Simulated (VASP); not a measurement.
# ZnNi2O5 (Cmcm) in VASP: single point with PBE

Aim: the single point of ZnNi2O5 with PBE.

Everything below comes from runs of VASP 6.6.1. Logs are shortened: lines on timing, memory, paths and dates and some standing lists are left out, and cuts for length are marked.

## Step 1: The cell of the first run

Symmetry: Cmcm, No. 63, orthorhombic system. The conventional cell has a = 3.674 Å, b = 9.385 Å, c = 9.572 Å, α = 90.00°, β = 90.00°, γ = 90.00°. Zn (site symmetry m2m) has 6 O at 1.95 to 2.18 Å within 2.6 Å. Ni (site symmetry m) has 6 O at 1.80 to 1.99 Å within 2.4 Å. O (site symmetry m) has 2 Ni at 1.80 to 1.83 Å and 1 Zn at 1.95 Å and 1 O at 2.31 Å within 2.4 Å. Within 2.8 Å of O (site symmetry m) lie 3 Ni at 1.90 to 1.96 Å and 1 Zn at 2.18 Å and 7 O at 2.40 to 2.75 Å. O (site symmetry m2m) has 2 Ni at 1.99 Å and 2 Zn at 2.00 Å and 6 O at 2.66 to 2.81 Å within 2.9 Å.

## Step 2: Single point, PBE (10.31 Å³/atom)

INCAR reads:

```
SYSTEM = ZnNi2O5
  PREC = Accurate
  ENCUT = 600
  EDIFF = 1E-6
  ISMEAR = 0
  SIGMA = 0.1
  LREAL = .FALSE.
  LASPH = .TRUE.
  NELM = 120
  ALGO = Normal
  ISIF = 2
  LWAVE = .FALSE.
  LCHARG = .TRUE.
  GGA = PE
  LELF = .TRUE.
  LVHAR = .TRUE.
  NBANDS = 76
  GGA_COMPAT = .FALSE.
```

KPOINTS reads:

```
regular mesh
0
G
  10 10 4
  0 0 0
```

POSCAR reads:

```
ZnNi2O5
1.0
    1.8371408846     -4.6924109402      0.0000000000
    1.8371408846      4.6924109402      0.0000000000
    0.0000000000      0.0000000000      9.5721362164
Zn Ni O
2 4 10
Direct
    0.1997172504      0.8002827496      0.7500000000
    0.8002827496      0.1997172504      0.2500000000
    0.8632732411      0.1367267589      0.5578176396
    0.8632732411      0.1367267589      0.9421823604
    0.1367267589      0.8632732411      0.4421823604
    0.1367267589      0.8632732411      0.0578176396
    0.0467234339      0.9532765661      0.6118025352
    0.0467234339      0.9532765661      0.8881974648
    0.3130235887      0.6869764113      0.9485512995
    0.3130235887      0.6869764113      0.5514487005
    0.9532765661      0.0467234339      0.3881974648
    0.9532765661      0.0467234339      0.1118025352
    0.6869764113      0.3130235887      0.4485512995
    0.6869764113      0.3130235887      0.0514487005
    0.2168619059      0.7831380941      0.2500000000
    0.7831380941      0.2168619059      0.7500000000
```

Potentials or basis: VASP PAW PBE potentials, release 64 (Zn, Ni, O).

Command:

```console
> cat potpaw_PBE.64/Zn/POTCAR potpaw_PBE.64/Ni/POTCAR potpaw_PBE.64/O/POTCAR > POTCAR
> mpirun -np 1 vasp_std > vasp.out
```

OUTCAR:

```text
SYSTEM = ZnNi2O5
   PREC = Accurate
   ENCUT = 600
   EDIFF = 1E-6
   ISMEAR = 0
   LREAL = .FALSE.
   LASPH = .TRUE.
   NELM = 120
   ISIF = 2
   GGA = PE

 ion  position               nearest neighbor table
   1  0.200  0.800  0.750-   7 1.95   8 1.95  16 2.00  16 2.00  10 2.18   9 2.18   6 3.01   5 3.01
                             3 3.02   3 3.02   4 3.02   4 3.02
   2  0.800  0.200  0.250-  11 1.95  12 1.95  15 2.00  15 2.00  14 2.18  13 2.18   4 3.01   3 3.01
                             5 3.02   5 3.02   6 3.02   6 3.02
   3  0.863  0.137  0.558-   7 1.80  11 1.83  10 1.90  10 1.90  13 1.96  16 1.99   5 2.79   2 3.01
                             1 3.02   1 3.02   5 3.02   5 3.02
   4  0.863  0.137  0.942-   8 1.80  12 1.83   9 1.90   9 1.90  14 1.96  16 1.99   6 2.79   2 3.01
                             1 3.02   1 3.02   6 3.02   6 3.02
   5  0.137  0.863  0.442-  11 1.80   7 1.83  13 1.90  13 1.90  10 1.96  15 1.99   3 2.79   1 3.01
                             2 3.02   2 3.02   3 3.02   3 3.02
   6  0.137  0.863  0.058-  12 1.80   8 1.83  14 1.90  14 1.90   9 1.96  15 1.99   4 2.79   1 3.01
                             2 3.02   2 3.02   4 3.02   4 3.02
   7  0.047  0.953  0.612-   3 1.80   5 1.83   1 1.95
   8  0.047  0.953  0.888-   4 1.80   6 1.83   1 1.95
   9  0.313  0.687  0.949-   4 1.90   4 1.90   6 1.96   1 2.18
  10  0.313  0.687  0.551-   3 1.90   3 1.90   5 1.96   1 2.18
  11  0.953  0.047  0.388-   5 1.80   3 1.83   2 1.95
  12  0.953  0.047  0.112-   6 1.80   4 1.83   2 1.95
  13  0.687  0.313  0.449-   5 1.90   5 1.90   3 1.96   2 2.18
  14  0.687  0.313  0.051-   6 1.90   6 1.90   4 1.96   2 2.18
  15  0.217  0.783  0.250-   5 1.99   6 1.99   2 2.00   2 2.00
  16  0.783  0.217  0.750-   3 1.99   4 1.99   1 2.00   1 2.00

  LATTYP: Found a base centered orthorhombic cell.
 ALAT       =     3.6742817692
 B/A-ratio  =     2.5541922122
 C/A-ratio  =     2.6051720629

  Lattice vectors:

 A1 = (   1.8371408846,  -4.6924109402,   0.0000000000)
 A2 = (   1.8371408846,   4.6924109402,   0.0000000000)
 A3 = (   0.0000000000,   0.0000000000,   9.5721362164)

Analysis of symmetry for initial positions (statically):
=====================================================================
 Subroutine PRICEL returns:
 Original cell was already a primitive cell.

 Routine SETGRP: Setting up the symmetry group for a
 base centered orthorhombic supercell.

 Subroutine GETGRP returns: Found  8 space group operations
 (whereof  4 operations were pure point group operations)
 out of a pool of  8 trial point group operations.

The static configuration has the point symmetry C_2h.
 The point group associated with its full space group is D_2h.

Analysis of symmetry for dynamics (positions and initial velocities):
=====================================================================
 Subroutine PRICEL returns:
 Original cell was already a primitive cell.

 Routine SETGRP: Setting up the symmetry group for a
 base centered orthorhombic supercell.

 Subroutine GETGRP returns: Found  8 space group operations
 (whereof  4 operations were pure point group operations)
 out of a pool of  8 trial point group operations.

The dynamic configuration has the point symmetry C_2h.
 The point group associated with its full space group is D_2h.

 Subroutine INISYM returns: Found  8 space group operations
 (whereof  4 operations are pure point group operations),
 and found     1 'primitive' translations

----------------------------------------------------------------------------------------

                                     Primitive cell

  volume of cell :     165.0355

  direct lattice vectors                    reciprocal lattice vectors
     1.837140885 -4.692410940  0.000000000     0.272162034 -0.106555032  0.000000000
     1.837140885  4.692410940  0.000000000     0.272162034  0.106555032  0.000000000
     0.000000000  0.000000000  9.572136216     0.000000000  0.000000000  0.104469888

  length of vectors
     5.039226832  5.039226832  9.572136216     0.292277518  0.292277518  0.104469888

  position of ions in fractional coordinates (direct lattice)
     0.199717250  0.800282750  0.750000000
     0.800282750  0.199717250  0.250000000
     0.863273241  0.136726759  0.557817640
     0.863273241  0.136726759  0.942182360
     0.136726759  0.863273241  0.442182360
     0.136726759  0.863273241  0.057817640
[... 8 lines left out ...]
     0.216861906  0.783138094  0.250000000
     0.783138094  0.216861906  0.750000000

  ion indices of the primitive-cell ions
   primitive index   ion index
                 1           1
                 2           2
                 3           3
                 4           4
                 5           5
                 6           6
[... 8 lines left out ...]
                15          15
                16          16

----------------------------------------------------------------------------------------

 KPOINTS: regular mesh

Automatic generation of k-mesh.
 Grid dimensions read from file:
 generate k-points for:   10   10    4

 Generating k-lattice:

  Cartesian coordinates                     Fractional coordinates (reciprocal lattice)
     0.027216203 -0.010655503  0.000000000     0.100000000 -0.000000000  0.000000000
     0.027216203  0.010655503  0.000000000    -0.000000000  0.100000000  0.000000000
     0.000000000  0.000000000  0.026117472     0.000000000  0.000000000  0.250000000

  Length of vectors
     0.029227752  0.029227752  0.026117472

  Shift w.r.t. Gamma in fractional coordinates (k-lattice)
     0.000000000  0.000000000  0.000000000

 Subroutine IBZKPT returns following result:
 ===========================================

 Found     93 irreducible k-points:

 Following reciprocal coordinates:
            Coordinates               Weight
  0.000000  0.000000  0.000000      1.000000
  0.100000  0.000000  0.000000      4.000000
  0.200000  0.000000  0.000000      4.000000
  0.300000  0.000000  0.000000      4.000000
  0.400000 -0.000000  0.000000      4.000000
  0.500000  0.000000  0.000000      2.000000
[... 16 lines left out ...]
  0.300000  0.300000  0.000000      2.000000
  0.400000  0.300000  0.000000      4.000000
 [... further k-points ...]
   k-points           NKPTS =     93   k-points in BZ     NKDIM =     93   number of bands    NBANDS=     76
   number of dos      NEDOS =    301   number of ions     NIONS =     16
   total plane-waves  NPLWV = 128000
   dimension x,y,z NGX =    40 NGY =   40 NGZ =   80
   dimension x,y,z NGXF=    80 NGYF=   80 NGZF=  160
   ions per type =               2   4  10
   NGX,Y,Z   is equivalent  to a cutoff of  13.20, 13.20, 13.89 a.u.
   NGXF,Y,Z  is equivalent  to a cutoff of  26.39, 26.39, 27.79 a.u.
 SYSTEM =  ZnNi2O5
   PREC   = accura    normal or accurate (medium, high low for compatibility)
   ISTART =      0    job   : 0-new  1-cont  2-samecut
   ICHARG =      2    charge: 1-file 2-atom 10-const
   ISPIN  =      1    spin polarized calculation?
   LNONCOLLINEAR =      F non collinear calculations
   LSORBIT =      F    spin-orbit coupling
   LASPH  =      T    aspherical Exc in radial PAW
   ENCUT  =  600.0 eV  44.10 Ry    6.64 a.u.  10.06 10.06 19.12*2*pi/ulx,y,z
   NELM   =    120;   NELMIN=  2; NELMDL= -5     # of ELM steps
   EDIFF  = 0.1E-05   stopping-criterion for ELM
   LREAL  =      F    real-space projection
   EDIFFG = 0.1E-04   stopping-criterion for IOM
   NSW    =      0    number of steps for IOM
   IBRION =     -1    ionic relax: 0-MD 1-quasi-New 2-CG
   NFREE  =      0    steps in history (QN), initial steepest desc. (CG)
   ISIF   =      2    stress and relaxation
   ISYM   =      2    0-nonsym 1-usesym 2-fastsym
   POTIM  = 0.5000    time-step for ionic-motion
   TEBEG  =    0.0;   TEEND  =   0.0 temperature during run
   PSTRESS=    0.0 pullay stress
   NELECT =     124.0000    total number of electrons
   NUPDOWN=      -1.0000    fix difference up-down
   EMIN   =  10.00;   EMAX   =-10.00  energy-range for DOS
   EFERMI =   0.00;   METHOD = LEGACY
   ISMEAR =     0;   SIGMA  =   0.10  broadening in eV -4-tet -1-fermi 0-gaus
   EFERMI_NEDOS =   21; number of points for ismear=-14 and -15
   IALGO  =     38    algorithm
   IMIX   =      4    mixing-type and parameters
     AMIX     =   0.40;   BMIX     =  1.00
     AMIX_MAG =   1.60;   BMIX_MAG =  1.00
  volume/ion in A,a.u.               =      10.31        69.61
  Fermi-wavevector in a.u.,A,eV,Ry     =   1.488297  2.812474 30.137285  2.215028
  Thomas-Fermi vector in A             =   2.601349
   LORBIT       =      0    0 simple, 1 ext, 2 COOP (PROOUT), +10 PAW based schemes
   GGA     = PE    functional components
   LHFCALC =     F    Hartree Fock is set to
   AEXX    =    0.0000 exact exchange contribution
   IVDW    =     0    specifies the selected vdW correction
   LEPSILON=     F    determine dielectric tensor
   LRPA    =     F    only Hartree local field effects (RPA)
 non-spin polarized calculation
 Gauss-broadening in eV      SIGMA  =   0.10
  energy-cutoff  :      600.00
  volume of cell :      165.04
 maximum number of plane-waves:      5542
   NGX = 21   NGY = 21   NGZ = 39

 number of electron     123.9999999 magnetization

 Free energy of the ion-electron system (eV)
  ---------------------------------------------------
  ext. energy  EPLUGINS =         0.00000000
  ---------------------------------------------------
  free energy    TOTEN  =       -85.54342478 eV

  energy without entropy =      -85.53154124  energy(sigma->0) =      -85.53748301

 E-fermi :   3.1007     XC(G=0): -11.1069

 val. band max:        3.0976021855   @ k =  -0.1000   0.1000   0.5000
 cond. band min:       3.1144933035   @ k =   0.0000   0.0000   0.2500
 fundamental gap:      0.0168911180
 Fermi energy:         3.1007187504

 k-point     1 :       0.0000    0.0000    0.0000
  band No.  band energies     occupation
      1     -16.5211      2.00000
      2     -16.2243      2.00000
      3     -15.0509      2.00000
      4     -14.9367      2.00000
      5     -14.7919      2.00000
      6     -14.5251      2.00000
[... 66 lines left out ...]
     73      11.8840      0.00000
     74      12.8079      0.00000
[... 1769 lines left out ...]
     73      12.0229      0.00000
     74      12.3506      0.00000

 [... further k-points ...]

 [bands above 74 left out]

------------------------ aborting loop because EDIFF is reached ----------------------------------------

  FORCE on cell =-STRESS in cart. coord.  units (eV):
  Direction    XX          YY          ZZ          XY          YZ          ZX
  --------------------------------------------------------------------------------------
  -------------------------------------------------------------------------------------
  Total        5.6318972      5.9140049      5.7746577      0.0000000     -0.0000000      0.0000000
  in kB       54.6748925     57.4136154     56.0608219      0.0000000     -0.0000000      0.0000000
  external PRESSURE =      56.0497766 kB  Pullay stress =       0.0000000 kB

 VOLUME and BASIS-vectors are now :
 -----------------------------------------------------------------------------
  energy-cutoff  :      600.00
  volume of cell :      165.04
      direct lattice vectors                 reciprocal lattice vectors
     1.837140885 -4.692410940  0.000000000     0.272162034 -0.106555032  0.000000000
     1.837140885  4.692410940  0.000000000     0.272162034  0.106555032  0.000000000
     0.000000000  0.000000000  9.572136216     0.000000000  0.000000000  0.104469888

 POSITION                                       TOTAL-FORCE (eV/Angst)
 -----------------------------------------------------------------------------------
      1.83714      2.81810      7.17910         0.000000     -0.029804      0.000000
      1.83714     -2.81810      2.39303         0.000000      0.029804     -0.000000
      1.83714     -3.40925      5.33951         0.000000      0.049300      0.053324
      1.83714     -3.40925      9.01870         0.000000      0.049300     -0.053324
      1.83714      3.40925      4.23263         0.000000     -0.049300     -0.053324
      1.83714      3.40925      0.55344         0.000000     -0.049300      0.053324
[... 8 lines left out ...]
      1.83714      2.65720      2.39303         0.000000      0.023736      0.000000
      1.83714     -2.65720      7.17910         0.000000     -0.023736     -0.000000
 -----------------------------------------------------------------------------------
    total drift:                                0.000000      0.000000      0.000000

  FREE ENERGIE OF THE ION-ELECTRON SYSTEM (eV)
  ---------------------------------------------------
  free  energy   TOTEN  =       -85.5434247841 eV

  energy  without entropy=      -85.5315412351  energy(sigma->0) =      -85.53748301
```

It took 79 min on 1 thread of Intel Xeon 8259CL, shared host; peak memory 1.1 GiB.

What came out:

```yaml
Free_energy: -85.5434 eV
Pressure: 5.6 GPa
Largest_force: 0.073 eV/Å
Band_gap_on_the_k_mesh: zero (bands 62 and 63 overlap by 0.11 eV)
```

Forces on the atoms (eV/Å):
```
Zn   0.000 -0.030  0.000
Zn   0.000  0.030  0.000
Ni   0.000  0.049  0.053
Ni   0.000  0.049 -0.053
Ni   0.000 -0.049 -0.053
Ni   0.000 -0.049  0.053
O    0.000  0.009  0.044
O    0.000  0.009 -0.044
O    0.000  0.004 -0.011
O    0.000  0.004  0.011
O    0.000 -0.009 -0.044
O    0.000 -0.009  0.044
O    0.000 -0.004 -0.011
O    0.000 -0.004  0.011
O    0.000  0.024  0.000
O    0.000 -0.024  0.000
```

Stress tensor (GPa, compression positive):
```
5.47 0.00 0.00
0.00 5.74 0.00
0.00 0.00 5.61
```

Levels at points of the mesh, in eV from the Fermi level:
```
           k point  band 60  band 61  band 62  band 63  band 64  band 65
(0.00, 0.00, 0.00)    -0.08    -0.02     0.02     0.04     0.13     0.19
(0.50, 0.00, 0.00)    -0.48    -0.37    -0.33     0.30     0.86     1.30
(0.50, 0.50, 0.00)    -0.52    -0.39    -0.28    -0.06     0.18     0.22
(0.00, 0.00, 0.50)    -0.17    -0.01    -0.01     0.07     0.07     0.25
(0.50, 0.00, 0.50)    -0.53    -0.35    -0.35     0.85     0.85     1.25
(0.50, 0.50, 0.50)    -0.51    -0.45    -0.45     0.20     0.20     0.24
```

Caveat: the cell stands under pressure; the run has no spin polarisation, though such a crystal can be magnetic; semilocal functionals often make such compounds metallic where correlation or magnetic order opens a gap, which also shifts bond lengths. With open d or f shells a metallic result of PBE can be an artefact of self-interaction; +U or a hybrid may open a gap.
